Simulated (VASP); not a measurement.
# BAs (I-4m2) in VASP: further runs

Runs on BAs. Level: PBE. Tasks: single point.

Program: VASP 6.6.1. These are calculated values, not measurements. Logs are shortened: lines on timing, memory, paths and dates and some standing lists are left out, and cuts for length are marked.

## 1. The cell of the first run

Symmetry: I-4m2, No. 119, tetragonal system. Conventional cell: a = 3.473 Å, b = 3.473 Å, c = 4.519 Å, α = 90.00°, β = 90.00°, γ = 90.00°. B (site symmetry -4m2) has 4 As at 2.07 Å within 2.7 Å. As (site symmetry -4m2) has 4 B at 2.07 Å within 2.7 Å.

## 2. Single point, PBE

INCAR reads:

```
SYSTEM = BAs
PREC     = Accurate       ! precision mode
ENCUT    = 520            ! plane-wave cutoff, eV
EDIFF    = 1E-6           ! SCF threshold, eV
ISMEAR   = 0              ! smearing method
SIGMA    = 0.05           ! smearing width, eV
LREAL    = .False.        ! projectors in reciprocal space
LASPH    = .True.         ! aspherical terms in the spheres
NELM     = 100            ! most SCF steps
ALGO     = Normal         ! electronic algorithm
ISIF     = 2              ! what is computed and relaxed
LWAVE    = .False.        ! write WAVECAR
LCHARG   = .True.         ! write CHGCAR
GGA      = PE             ! functional
LELF     = .True.         ! ELF
LVHAR    = .True.       
NBANDS   = 11             ! bands
```

KPOINTS reads:

```
regular mesh
0
Gamma
  12 12 12
  0 0 0
```

POSCAR reads:

```
BAs
1.0
    0.0000000000      2.4558168217      2.2593514759
    2.4558168217      0.0000000000      2.2593514759
    2.4558168217      2.4558168217      0.0000000000
B As
1 1
Direct
    0.0000000000      0.0000000000      0.0000000000
    0.7500000000      0.7500000000      0.7500000000
```

Potentials or basis: VASP PAW PBE potentials, release 64 (B, As).

The run is started by

```console
$ cat potpaw_PBE.64/B/POTCAR potpaw_PBE.64/As/POTCAR > POTCAR
$ mpirun -np 1 vasp_std > vasp.out
```

OUTCAR:

```text
SYSTEM = BAs
   PREC = Accurate
   ENCUT = 520
   EDIFF = 1E-6
   ISMEAR = 0
   LREAL = .False.
   LASPH = .True.
   NELM = 100
   ISIF = 2
   GGA = PE

 ion  position               nearest neighbor table
   1  0.000  0.000  0.000-   2 2.07   2 2.07   2 2.07   2 2.07
   2  0.750  0.750  0.750-   1 2.07   1 2.07   1 2.07   1 2.07

  LATTYP: Found a body centered tetragonal cell.
 ALAT       =     3.4730494560
 C/A-ratio  =     1.3010764773

  Lattice vectors:

 A1 = (   0.0000000000,  -2.4558168217,  -2.2593514759)
 A2 = (   0.0000000000,   2.4558168217,  -2.2593514759)
 A3 = (   2.4558168217,   0.0000000000,   2.2593514759)

Analysis of symmetry for initial positions (statically):
=====================================================================
 Subroutine PRICEL returns:
 Original cell was already a primitive cell.

 Routine SETGRP: Setting up the symmetry group for a
 body centered tetragonal supercell.

 Subroutine GETGRP returns: Found  8 space group operations
 (whereof  8 operations were pure point group operations)
 out of a pool of 16 trial point group operations.

The static configuration has the point symmetry D_2d.

Analysis of symmetry for dynamics (positions and initial velocities):
=====================================================================
 Subroutine PRICEL returns:
 Original cell was already a primitive cell.

 Routine SETGRP: Setting up the symmetry group for a
 body centered tetragonal supercell.

 Subroutine GETGRP returns: Found  8 space group operations
 (whereof  8 operations were pure point group operations)
 out of a pool of 16 trial point group operations.

The dynamic configuration has the point symmetry D_2d.

 Subroutine INISYM returns: Found  8 space group operations
 (whereof  8 operations are pure point group operations),
 and found     1 'primitive' translations

----------------------------------------------------------------------------------------

                                     Primitive cell

  volume of cell :      27.2525

  direct lattice vectors                    reciprocal lattice vectors
     0.000000000  2.455816822  2.259351476    -0.203598247  0.203598247  0.221302442
     2.455816822  0.000000000  2.259351476     0.203598247 -0.203598247  0.221302442
     2.455816822  2.455816822  0.000000000     0.203598247  0.203598247 -0.221302442

  length of vectors
     3.337020430  3.337020430  3.473049456     0.363151846  0.363151846  0.363151846

[... 83 lines left out ...]
   NSW    =      0    number of steps for IOM
   IBRION =     -1    ionic relax: 0-MD 1-quasi-New 2-CG
   NFREE  =      0    steps in history (QN), initial steepest desc. (CG)
   ISIF   =      2    stress and relaxation
   ISYM   =      2    0-nonsym 1-usesym 2-fastsym
   POTIM  = 0.5000    time-step for ionic-motion
   TEBEG  =    0.0;   TEEND  =   0.0 temperature during run
   PSTRESS=    0.0 pullay stress
   NELECT =       8.0000    total number of electrons
   NUPDOWN=      -1.0000    fix difference up-down
   EMIN   =  10.00;   EMAX   =-10.00  energy-range for DOS
   EFERMI =   0.00;   METHOD = LEGACY
   ISMEAR =     0;   SIGMA  =   0.05  broadening in eV -4-tet -1-fermi 0-gaus
   EFERMI_NEDOS =   21; number of points for ismear=-14 and -15
   IALGO  =     38    algorithm
   IMIX   =      4    mixing-type and parameters
     AMIX     =   0.40;   BMIX     =  1.00
     AMIX_MAG =   1.60;   BMIX_MAG =  1.00
  volume/ion in A,a.u.               =      13.63        91.95
  Fermi-wavevector in a.u.,A,eV,Ry     =   1.088018  2.056057 16.106360  1.183784
  Thomas-Fermi vector in A             =   2.224191
   LORBIT       =      0    0 simple, 1 ext, 2 COOP (PROOUT), +10 PAW based schemes
   GGA     = PE    functional components
   LHFCALC =     F    Hartree Fock is set to
   AEXX    =    0.0000 exact exchange contribution
   IVDW    =     0    specifies the selected vdW correction
   LEPSILON=     F    determine dielectric tensor
   LRPA    =     F    only Hartree local field effects (RPA)
 non-spin polarized calculation
 Gauss-broadening in eV      SIGMA  =   0.05
  energy-cutoff  :      520.00
  volume of cell :       27.25
 maximum number of plane-waves:       756
 NGX is ok and might be reduce to    28
   NGX = 13   NGY = 13   NGZ = 13

 number of electron       8.0000000 magnetization

 Free energy of the ion-electron system (eV)
  ---------------------------------------------------
  ext. energy  EPLUGINS =         0.00000000
  ---------------------------------------------------
  free energy    TOTEN  =       -11.33241097 eV

  energy without entropy =      -11.33236691  energy(sigma->0) =      -11.33238894

 E-fermi :   6.5959     XC(G=0): -10.5933

 val. band max:        6.2433168991   @ k =   0.0833  -0.0000   0.0000
 cond. band min:       6.6067571882   @ k =   0.4167   0.4167   0.0000
 fundamental gap:      0.3634402890
 Fermi energy:         6.5958972460

 k-point     1 :       0.0000    0.0000    0.0000
  band No.  band energies     occupation
      1      -9.2667      2.00000
      2       5.8852      2.00000
      3       5.8852      2.00000
      4       6.6209      0.47976
      5       9.0874      0.00000
      6       9.6335      0.00000
      7       9.6335      0.00000
      8      10.7472      0.00000
      9      15.7456      0.00000
     10      17.9758      0.00000
     11      19.6547      0.00000
[... 309 lines left out ...]
 k-point    24 :      -0.4167    0.1667    0.0000
  band No.  band energies     occupation
      1      -6.1017      2.00000
      2      -2.1675      2.00000
      3       2.6813      2.00000
      4       3.2926      2.00000
      5       8.7202      0.00000
      6      11.9642      0.00000
      7      12.0679      0.00000
      8      15.0174      0.00000
      9      17.5196      0.00000
     10      19.1949      0.00000
     11      21.0990      0.00000

 [... further k-points ...]
[... 5 lines left out ...]
  --------------------------------------------------------------------------------------
  -------------------------------------------------------------------------------------
  Total       -0.2794530     -0.2794530      2.2535871      0.0000000      0.0000000     -0.0000000
  in kB      -16.4290972    -16.4290972    132.4888120      0.0000000      0.0000000     -0.0000000
  external PRESSURE =      33.2102058 kB  Pullay stress =       0.0000000 kB

 VOLUME and BASIS-vectors are now :
 -----------------------------------------------------------------------------
  energy-cutoff  :      520.00
  volume of cell :       27.25
      direct lattice vectors                 reciprocal lattice vectors
     0.000000000  2.455816822  2.259351476    -0.203598247  0.203598247  0.221302442
     2.455816822  0.000000000  2.259351476     0.203598247 -0.203598247  0.221302442
     2.455816822  2.455816822  0.000000000     0.203598247  0.203598247 -0.221302442

 POSITION                                       TOTAL-FORCE (eV/Angst)
 -----------------------------------------------------------------------------------
      0.00000      0.00000      0.00000        -0.000000     -0.000000     -0.000000
      3.68373      3.68373      3.38903         0.000000      0.000000      0.000000
 -----------------------------------------------------------------------------------
    total drift:                               -0.000000     -0.000000      0.000000

  FREE ENERGIE OF THE ION-ELECTRON SYSTEM (eV)
  ---------------------------------------------------
  free  energy   TOTEN  =       -11.3324109699 eV

  energy  without entropy=      -11.3323669080  energy(sigma->0) =      -11.33238894
```

OSZICAR:

```text
N       E                     dE             d eps       ncg     rms          rms(c)
DAV:   1     0.123951833283E+02    0.12395E+02   -0.38494E+03  3586   0.648E+02
DAV:   2    -0.112492535319E+02   -0.23644E+02   -0.22518E+02  4770   0.105E+02
DAV:   3    -0.119598239408E+02   -0.71057E+00   -0.70879E+00  4477   0.169E+01
DAV:   4    -0.119617495356E+02   -0.19256E-02   -0.19255E-02  3989   0.981E-01
DAV:   5    -0.119617524903E+02   -0.29547E-05   -0.29546E-05  4338   0.410E-02    0.491E+00
DAV:   6    -0.113966248119E+02    0.56513E+00   -0.15798E+00  3799   0.508E+00    0.238E+00
DAV:   7    -0.113388632548E+02    0.57762E-01   -0.18569E-01  4284   0.212E+00    0.987E-01
DAV:   8    -0.113319745354E+02    0.68887E-02   -0.19998E-02  4050   0.798E-01    0.100E-01
DAV:   9    -0.113322607555E+02   -0.28622E-03   -0.76874E-04  4126   0.160E-01    0.583E-02
DAV:  10    -0.113324058085E+02   -0.14505E-03   -0.18436E-04  3868   0.832E-02    0.123E-02
DAV:  11    -0.113324108227E+02   -0.50142E-05   -0.45108E-06  4458   0.145E-02    0.104E-02
DAV:  12    -0.113324109699E+02   -0.14719E-06   -0.26451E-06  3853   0.892E-03
   1 F= -.11332411E+02 E0= -.11332389E+02  d E =-.440618E-04
```

It took 40 s on 1 thread of Intel Xeon 6975P-C, shared host; peak memory 0.2 GiB.

Results:

```
Free energy            : -11.3324 eV
Pressure               : 3.3 GPa
Band gap on the k mesh : zero (band 4 reaches 6.62 eV, above the bottom of band 5 at 6.61 eV)
```

[end of part 1 of 3]
